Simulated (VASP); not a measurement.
# V: single point with PBEsol

The system is V.

```xyz
2
Lattice="2.5416 0.0000 0.0000 -1.2708 2.2011 0.0000 0.0000 0.0000 4.5780" Properties=species:S:1:pos:R:3 pbc="T T T"
V     0.0000    1.4674    1.1445
V     1.2708    0.7337    3.4335
```

This isn't the form of V at room conditions, which is bcc.

* Program: VASP 6.6.1
* Task: single point
* Functional: PBEsol
* Potentials or basis: VASP PAW PBE potentials, release 64 (V_sv)
* Cutoff: 520 eV
* k mesh: 23 × 23 × 11
* Occupations: fermi-dirac, width 0.1 eV
* Spin: no spin polarisation

* Pressure: 8.5 GPa
* Band gap on the k mesh: zero (bands 13 and 14 overlap by 2.12 eV)

Stress tensor (GPa, compression positive):
```
8.43 0.00 0.00
0.00 8.43 0.00
0.00 0.00 8.59
```

Levels at points of the mesh, in eV from the Fermi level:
```csv
k point,band 11,band 12,band 13,band 14,band 15,band 16
"(0.00, 0.00, 0.00)",-0.62,-0.02,0.32,0.32,0.69,0.69
```

It took 2.5 min on 1 thread of Intel Xeon 8259CL (shared host), peak memory 0.25 GiB.

Caveat: the cell stands under pressure; the PAW data sets were made with another functional, which shifts forces and pressure a little.
